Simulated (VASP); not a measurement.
Set up this calculation in VASP 6.6.1, as the native input.

```
Task                   : single point
Functional             : PBEsol
Potentials or basis    : VASP PAW PBE potentials, release 64 (B, N)
Cutoff                 : 520 eV
k mesh                 : 10 × 10 × 2
Occupations            : gaussian, width 0.05 eV
Spin                   : no spin polarisation
Dipole correction      : no
Further INCAR settings : ALGO = Normal; EDIFF = 1e-06; NBANDS = 36
```

The structure of BN lies in POSCAR:

```
BN
1.0
   -2.5410113127      0.0000000000      0.0000000000
    1.2705056564     -2.2005803481      0.0000000000
    0.0000000000      0.0000000000     12.3098865130
B N
6 6
Direct
    0.3333333333      0.6666666667      0.0639661413
    0.3333333333      0.6666666667      0.4054230264
    0.3333333333      0.6666666667      0.7468799115
    0.6666666667      0.3333333333      0.9176083540
    0.6666666667      0.3333333333      0.2346945839
    0.6666666667      0.3333333333      0.5761514689
    0.3333333333      0.6666666667      0.9604728053
    0.3333333333      0.6666666667      0.2775590351
    0.3333333333      0.6666666667      0.6190159202
    0.6666666667      0.3333333333      0.7897443627
    0.6666666667      0.3333333333      0.1068305926
    0.6666666667      0.3333333333      0.4482874777
```

One way to write it, as run:

INCAR

```
SYSTEM = BN
PREC = Accurate
ENCUT = 520
EDIFF = 1E-6
ISMEAR = 0
SIGMA = 0.05
LREAL = .FALSE.
LASPH = .TRUE.
NELM = 100
ALGO = Normal
ISIF = 2
LWAVE = .FALSE.
LCHARG = .TRUE.
GGA = PS
LELF = .TRUE.
LVHAR = .TRUE.
NBANDS = 36
```

KPOINTS

```
Automatic mesh
0
G
  10 10 2
  0 0 0
```

Potentials or basis: VASP PAW PBE potentials, release 64 (B, N).

Launch:

```bash
$ cat potpaw_PBE.64/B/POTCAR potpaw_PBE.64/N/POTCAR > POTCAR
$ mpirun -np 1 vasp_std > vasp.out
```

It gave:

```yaml
Pressure: 17.5 GPa
Largest_force: 12.787 eV/Å
Band_gap_on_the_k_mesh: 4.65 eV, indirect (least direct gap 7.30 eV)
```

Caveat: the PAW data sets were made with another functional, which shifts forces and pressure a little.

Wall time 75 s on 1 thread of Intel Xeon 6975P-C, on a shared host, peak memory 0.21 GiB.
